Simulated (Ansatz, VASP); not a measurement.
## Two plane-wave programs on Ag

```
Ag
1.0
     0.00000    2.00942    2.00942
     2.00942    0.00000    2.00942
     2.00942    2.00942    0.00000
Ag
1
Direct
  0.00000 0.00000 0.00000
```

Alike in both runs: task single point; functional PBE; k mesh 18 × 18 × 18; occupations gaussian, width 0.1 eV; no spin polarisation.

|  | VASP | Ansatz |
| --- | --- | --- |
| version | VASP 6.6.1 | Ansatz 0.2.0 |
| potentials or method | VASP PAW PBE potentials, release 64 (Ag), cutoff 520 eV | scalar-relativistic, plane waves, PAW |
| valence electrons in the cell | 11 | 19 |

```tsv
	VASP	Ansatz	Ansatz less VASP
gap on the k mesh at the Fermi level (eV)	none	none	-
pressure (GPa)	11.2	11.4	+0.25
```

A gap of «none» marks a metal or a gap that the smearing closes. The functional is the same, so the differences come from potentials, cutoffs and numerics. VASP's potentials hold 11 valence electrons a cell and Ansatz's 19, so a difference there can come from the potentials and not from the codes.
